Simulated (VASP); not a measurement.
Here is a VASP 6.6.1 calculation.

The input INCAR:

```
SYSTEM = F
  PREC = Accurate
  ENCUT = 520
  EDIFF = 1E-6
  ISMEAR = 0
  SIGMA = 0.05
  LREAL = .FALSE.
  LASPH = .TRUE.
  NELM = 80
  ALGO = Normal
  ISIF = 2
  LWAVE = .FALSE.
  LCHARG = .FALSE.
  GGA = PS
  NBANDS = 22
```

File KPOINTS:

```
regular mesh
0
G
  4 4 2
  0 0 0
```

Contents of POSCAR:

```
F
1.0
    3.0111171686     -1.7305922359     -0.2322433325
    3.0111171686      1.7305922359     -0.2322433325
   -2.2641300902      0.0000000000      6.9305478688
F
4
Direct
    0.0848459664      0.0848459664      0.1019959513
    0.9151540336      0.9151540336      0.8980040487
    0.5015719855      0.5015719855      0.5937195244
    0.4984280145      0.4984280145      0.4062804756
```

Potentials or basis: VASP PAW PBE potentials, release 64 (F).

Launch:

```sh
$ cat potpaw_PBE.64/F/POTCAR > POTCAR
$ mpirun -np 1 vasp_std > vasp.out
```

Problem. Predict the largest force.

Solution. 2.228 eV/Å.

Problem. What does it give for the band gap on the k mesh?

Solution. 2.62 eV, indirect (least direct gap 2.73 eV).

Problem. Predict the pressure.

Solution. 0.8 GPa.

Stress tensor (GPa, compression positive):
```
-0.38  0.00 -3.14
 0.00 -0.46  0.00
-3.14  0.00  3.18
```

Caveat: the k points lie up to 0.53 Å⁻¹ apart; the PAW data sets were made with another functional, which shifts forces and pressure a little. A k mesh can miss the band edges.
